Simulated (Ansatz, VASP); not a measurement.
One calculation of ScIn4, two programs

Contents of INCAR:

```
SYSTEM = ScIn4
ALGO     = Fast           ! electronic algorithm
EDIFF    = 1E-7           ! SCF threshold, eV
EDIFFG   = -0.04          ! ionic threshold
ENCUT    = 600            ! plane-wave cutoff, eV
GGA      = PE             ! functional
IBRION   = 2              ! ionic algorithm
ISIF     = 3              ! what is computed and relaxed
ISMEAR   = 0              ! smearing method
LASPH    = .True.         ! aspherical terms in the spheres
LCHARG   = .False.        ! write CHGCAR
LREAL    = .False.        ! projectors in reciprocal space
LWAVE    = .False.        ! write WAVECAR
NELM     = 80             ! most SCF steps
NSW      = 90             ! ionic steps
PREC     = Accurate       ! precision mode
SIGMA    = 0.1            ! smearing width, eV
```

File KPOINTS:

```
k-points
0
Gamma
  4 4 4
  0 0 0
```

The input POSCAR:

```
ScIn4
1.0
    5.1179406000      0.0000000000      0.0000000000
    0.0000000000      5.1179406000      0.0000000000
    0.0000000000      0.0000000000      5.1179406000
Sc In
1 4
Direct
    0.5000000000      0.5000000000      0.5000000000
    0.7545236100      0.7545236100      0.7545236100
    0.2454763900      0.2454763900      0.7545236100
    0.2454763900      0.7545236100      0.2454763900
    0.7545236100      0.2454763900      0.2454763900
```

Input for Ansatz:

```yaml
crystal:
  lattice:
    - [5.1179406, 0.0, 0.0]
    - [0.0, 5.1179406, 0.0]
    - [0.0, 0.0, 5.1179406]
  atoms:
    - { symbol: Sc, position: [0.5, 0.5, 0.5] }
    - { symbol: In, position: [0.75452361, 0.75452361, 0.75452361] }
    - { symbol: In, position: [0.24547639, 0.24547639, 0.75452361] }
    - { symbol: In, position: [0.24547639, 0.75452361, 0.24547639] }
    - { symbol: In, position: [0.75452361, 0.24547639, 0.24547639] }
basis:
  ecutwfc: 420
kpoints:
  mp_grid: { grid: [4, 4, 4] }
hamiltonian:
  xc: pbe
scf:
  occupations: { method: gaussian, width: 0.1 }
  lower_state_search: "off"
output:
  forces: true
  stress: true
  eigenvalues: true
relax:
  adjacent_minimum: "off"
  f_tol: 0.04
  max_steps: 70
  cell: { stress_tol: 0.4 }
```

Alike in both runs: task relaxation of cell and atoms; functional PBE; k mesh 4 × 4 × 4; occupations gaussian, width 0.1 eV; no spin polarisation.

|  | VASP | Ansatz |
| --- | --- | --- |
| version | VASP 6.6.1 | Ansatz 0.2.0 |
| potentials or method | VASP PAW PBE potentials, release 64 (Sc_sv, In_d), cutoff 600 eV | scalar-relativistic, plane waves, PAW |
| valence electrons in the cell | 63 | 63 |

|  | VASP | Ansatz | Ansatz less VASP |
| --- | --- | --- | --- |
| gap on the k mesh at the Fermi level, each at its own relaxed structure (eV) | none | none | - |
| relaxed volume (Å³/atom) | 31.85 | 31.53 | -0.317 |
| relaxed cell length with the largest relative difference (Å) | 5.420 | 5.402 | -0.0180 |

A gap of «none» marks a metal or a gap that the smearing closes.

Noted on VASP's run: the volume moved by over 15 % at a fixed basis, so the end points are rough.
